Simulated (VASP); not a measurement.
TiAu, 2 atoms in the cell. It takes space group Pm-3m (No. 221, cubic). The conventional cell has a = 3.243 Å, b = 3.243 Å, c = 3.243 Å, α = 90.00°, β = 90.00°, γ = 90.00°. Ti (site symmetry m-3m) has 8 Au at 2.81 Å and 6 Ti at 3.24 Å within 3.7 Å. Within 3.7 Å of Au (site symmetry m-3m) lie 8 Ti at 2.81 Å and 6 Au at 3.24 Å.  This cell differs from its parent crystal: volume scaled by 0.99.

```yaml
Program: VASP 6.6.1
Task: electric field gradients
Functional: PBEsol
Potentials_or_basis: VASP PAW PBE potentials, release 64 (Ti_sv, Au)
Cutoff: 520 eV
k_mesh: 10 × 10 × 10
Occupations: fermi-dirac, width 0.08 eV
Spin: no spin polarisation
Dipole_correction: no
Further_INCAR_settings: ALGO = Normal; EDIFF = 1e-08; NBANDS = 18
```

Potentials or basis: VASP PAW PBE potentials, release 64 (Ti_sv, Au).

Run with:

```sh
$ cat potpaw_PBE.64/Ti_sv/POTCAR potpaw_PBE.64/Au/POTCAR > POTCAR
$ mpirun -np 1 vasp_std > vasp.out
```

Hardware: 1 thread of Intel(R) Xeon(R) Platinum 8259CL CPU @ 2.50GHz (Skylake/Cascade Lake) (shared host).

Question: Estimate the wall time of this run.

Answer: It took 27 s on 1 thread of Intel(R) Xeon(R) Platinum 8259CL CPU @ 2.50GHz (Skylake/Cascade Lake), on a shared host, peak memory 0.16 GiB. Counts: scf iterations 17, k points 56.
